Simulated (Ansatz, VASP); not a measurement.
**Two plane-wave programs on Hf**

Contents of POSCAR:

```
Hf
1.0
    0.0000000000      2.2088246404      2.2088246404
    2.2088246404      0.0000000000      2.2088246404
    2.2088246404      2.2088246404      0.0000000000
Hf
1
Direct
    0.0000000000      0.0000000000      0.0000000000
```

INCAR.step1

```
  PREC = Accurate
  ENCUT = 550
  ISMEAR = 0
  SIGMA = 0.1
  LREAL = F
  LASPH = T
  NELM = 120
  NBANDS = 11
  GGA = PE
  ALGO = Normal
  EDIFF = 1E-5
  LWAVE = T
  LCHARG = F
  GGA_COMPAT = F
```

Contents of INCAR.step2:

```
  PREC = Accurate
  ENCUT = 550
  EDIFF = 1E-6
  ISMEAR = 0
  SIGMA = 0.1
  LREAL = F
  LASPH = T
  NELM = 120
  ALGO = Normal
  ISIF = 2
  LWAVE = F
  LCHARG = F
  METAGGA = R2SCAN
  LMIXTAU = T
  NBANDS = 11
  ISTART = 1
  GGA_COMPAT = F
```

KPOINTS

```
Automatic mesh
0
Gamma
  16 16 16
```

Input for Ansatz:

```yaml
crystal:
  lattice:
    - [0.0, 2.2088246404, 2.2088246404]
    - [2.2088246404, 0.0, 2.2088246404]
    - [2.2088246404, 2.2088246404, 0.0]
  atoms:
    - { symbol: Hf, position: [0.0, 0.0, 0.0] }
basis:
  ecutwfc: 500
kpoints:
  mp_grid: { grid: [16, 16, 16] }
hamiltonian:
  xc: r2scan
scf:
  occupations: { method: gaussian, width: 0.1 }
output:
  forces: true
  stress: true
  eigenvalues: true
```

Alike in both runs: task single point; functional r2SCAN; k mesh 16 × 16 × 16; occupations gaussian, width 0.1 eV; no spin polarisation.

|  | VASP | Ansatz |
| --- | --- | --- |
| version | VASP 6.6.1 | Ansatz 0.2.0 |
| potentials or method | VASP PAW PBE potentials, release 64 (Hf_pv), cutoff 550 eV | scalar-relativistic, plane waves, PAW |
| valence electrons in the cell | 10 | 26 |

|  | VASP | Ansatz | Ansatz less VASP |
| --- | --- | --- | --- |
| gap on the k mesh at the Fermi level (eV) | none | none | - |
| pressure (GPa) | 4.0 | 4.5 | +0.49 |

VASP's potentials were made for PBE, not for r2SCAN. A gap of «none» marks a metal or a gap that the smearing closes. VASP's potentials hold 10 valence electrons a cell and Ansatz's 26, so a difference there can come from the potentials and not from the codes.

Neither program's run includes spin-orbit coupling.
